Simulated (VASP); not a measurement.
Runs of VASP 6.6.1 on SnO. The structure is that of space group P6_3mc (No. 186), or close to it. The cells are those of the table. 

| level | cell | gap on the mesh (eV) | pressure (GPa) | largest force (eV/Å) |
| --- | --- | --- | --- | --- |
| r2SCAN | a = 3.362, b = 3.362, c = 18.722 Å, angles 90.0, 90.0, 120.0°, 8 atoms | 1.74 | -3.1 | (c) |
| r2SCAN | a = 3.330, b = 3.330, c = 18.544 Å, angles 90.0, 90.0, 120.0°, 8 atoms | 1.69 | (b) | 0.19 |
| r2SCAN | a = 3.264, b = 3.264, c = 18.176 Å, angles 90.0, 90.0, 120.0°, 8 atoms | 1.59 | 2.7 | 0.44 |
| PBE | a = 3.426, b = 3.426, c = 18.672 Å, angles 90.0, 90.0, 120.0°, 8 atoms | 1.53 | -2.9 | 0.44 |
| r2SCAN | a = 3.230, b = 3.230, c = 17.987 Å, angles 90.0, 90.0, 120.0°, 8 atoms | 1.53 | 5.4 | (a) |

Alike in all rows: task single point; potentials or basis VASP PAW PBE potentials, release 64 (Sn_d, O); no spin polarisation; k mesh 9 × 9 × 2; cutoff (eV) 520; smearing gaussian 0.01 eV.

Q: Estimate the missing entries.

A: (a) 0.81; (b) -1.5; (c) 0.45.

Caveats: spin-orbit coupling is left out, which moves the levels of the heavy elements; the PAW data sets were made with another functional, which shifts forces and pressure a little (some runs).

A k mesh can miss the band edges, and the runs leave out spin-orbit coupling on Sn.
